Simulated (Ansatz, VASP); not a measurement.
# One calculation of HfNb3F, two programs

INCAR

```
SYSTEM = HfNb3F
PREC = Accurate ; ENCUT = 600
EDIFF = 1E-6 ; ISMEAR = 0
SIGMA = 0.1 ; LREAL = .False.
LASPH = .True. ; NELM = 200
ALGO = Normal ; ISIF = 2
LWAVE = .False. ; LCHARG = .True.
ISPIN = 2 ; MAGMOM = 0 0 0 0 0
LORBIT = 11 ; LMAXMIX = 4
GGA = PE ; LELF = .True.
LVHAR = .True. ; NBANDS = 40
GGA_COMPAT = .False.
```

Contents of KPOINTS:

```
Automatic mesh
0
Gamma
  4 4 4
  0 0 0
```

Contents of POSCAR:

```
HfNb3F
1.0
    4.2631499800      0.0000000000      0.0000000000
    0.0000000000      4.2631499800      0.0000000000
    0.0000000000      0.0000000000      4.2631499800
Hf Nb F
1 3 1
Direct
    0.0000000000      0.0000000000      0.0000000000
    0.0000000000      0.5000000000      0.5000000000
    0.5000000000      0.0000000000      0.5000000000
    0.5000000000      0.5000000000      0.0000000000
    0.5000000000      0.5000000000      0.5000000000
```

Input for Ansatz:

```yaml
crystal:
  lattice:
    - [4.26314998, 0.0, 0.0]
    - [0.0, 4.26314998, 0.0]
    - [0.0, 0.0, 4.26314998]
  atoms:
    - { symbol: Hf, position: [0.0, 0.0, 0.0] }
    - { symbol: Nb, position: [0.0, 0.5, 0.5] }
    - { symbol: Nb, position: [0.5, 0.0, 0.5] }
    - { symbol: Nb, position: [0.5, 0.5, 0.0] }
    - { symbol: F, position: [0.5, 0.5, 0.5] }
basis:
  ecutwfc: 420
kpoints:
  mp_grid: { grid: [4, 4, 4] }
hamiltonian:
  xc: pbe
scf:
  occupations: { method: gaussian, width: 0.1 }
  lower_state_search: "off"
output:
  forces: true
  stress: true
  eigenvalues: true
  populations: true
magnetization:
  spin_polarized: true
```

Change from the starting cell: species swapped into the SmBRh3 type (Pm-3m, No. 221).

Alike in both runs: task single point; functional PBE; k mesh 4 × 4 × 4; occupations gaussian, width 0.1 eV; collinear spin.

|  | VASP | Ansatz |
| --- | --- | --- |
| version | VASP 6.6.1 | Ansatz 0.2.0 |
| potentials or method | VASP PAW PBE potentials, release 64 (Hf_pv, Nb_sv, F), cutoff 600 eV | scalar-relativistic, plane waves, PAW |
| valence electrons in the cell | 56 | 72 |

```tsv
	VASP	Ansatz	Ansatz less VASP
gap on the k mesh at the Fermi level (eV)	none	none	-
pressure (GPa)	18.3	18.8	+0.55
net moment per atom (μB)	0.00	0.00	0.000
```

A gap of «none» marks a metal or a gap that the smearing closes. VASP's potentials hold 56 valence electrons a cell and Ansatz's 72, so a difference there can come from the potentials and not from the codes. Ansatz's warnings: no starting moments.

The k mesh is coarse, so the values compare programs but aren't converged. Spin-orbit coupling is off throughout.
